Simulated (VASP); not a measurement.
A run of VASP 6.6.1:

Contents of INCAR:

```
SYSTEM = BaS
ALGO = Normal ; EDIFF = 1E-6
ENCUT = 520 ; GGA = PE
ISIF = 2 ; ISMEAR = 0
LASPH = .True. ; LCHARG = .False.
LREAL = .False. ; LWAVE = .False.
NBANDS = 24 ; NELM = 100
PREC = Accurate ; SIGMA = 0.05
```

The input KPOINTS:

```
k-points
0
Gamma
  8 8 6
  0 0 0
```

The input POSCAR:

```
BaS
1.0
    4.3539548111     -0.0547621115      0.0189868938
   -2.2244027853      3.8459076584     -0.0247540368
    0.0333658184     -0.0309662452      7.7687028746
Ba S
2 2
Direct
    0.3153731243      0.6439803786      0.2449605394
    0.6718123947      0.3616704892      0.7427828834
    0.0256063460     -0.0054492686      0.0000028705
   -0.0127918650     -0.0002015992      0.5122537067
```

Potentials or basis: VASP PAW PBE potentials, release 64 (Ba_sv, S).

Run with:

```console
$ cat potpaw_PBE.64/Ba_sv/POTCAR potpaw_PBE.64/S/POTCAR > POTCAR
$ mpirun -np 1 vasp_std > vasp.out
```

Hardware: 1 thread of AMD EPYC 7R13, with other jobs on the host.

Task: Estimate the wall time of this run.

Result: Wall time 14 min on 1 thread of AMD EPYC 7R13, with other jobs on the host, peak memory 0.6 GiB. Counts: scf iterations 15, k points 196.
